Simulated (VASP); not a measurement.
Runs of VASP 6.6.1 on Al2Cu. The structure is that of space group P-62m (No. 189), or close to it. The cells are those of the table. 

| task | cell | k mesh | cutoff (eV) | gap on the mesh (eV) | pressure (GPa) | relaxed volume (Å³/atom) | largest force (eV/Å) |
| --- | --- | --- | --- | --- | --- | --- | --- |
| single point | a = 4.830, b = 4.830, c = 4.388 Å, angles 90.0, 90.0, 120.0°, 6 atoms | 12 × 12 × 8 | 520 | none | 0.2 | - | 0.02 |
| relaxation of cell and atoms | relaxed from a = 4.783, b = 4.783, c = 4.443 Å, angles 90.0, 90.0, 120.0°, 6 atoms | 6 × 6 × 4 | 600 | none | 0.0 | 14.78 | - |
| relaxation of cell and atoms | relaxed from a = 4.818, b = 4.818, c = 4.405 Å, angles 90.0, 90.0, 120.0°, 6 atoms | 12 × 12 × 8 | 600 | none | 0.0 | (b) | - |
| single point | a = 4.783, b = 4.783, c = 4.443 Å, angles 90.0, 90.0, 120.0°, 6 atoms | 6 × 6 × 4 | 520 | none | (a) | - | 0.46 |
| single point | a = 4.818, b = 4.818, c = 4.405 Å, angles 90.0, 90.0, 120.0°, 6 atoms | 6 × 6 × 4 | 520 | none | 0.2 | - | - |

Alike in all rows: level PBE; potentials or basis VASP PAW PBE potentials, release 64 (Al, Cu); no spin polarisation; smearing gaussian 0.1 eV.

Task: Fill in the values left out.

Result: (a) 1.1; (b) 14.79.

A gap of «none» marks levels without a gap at the run's occupations.
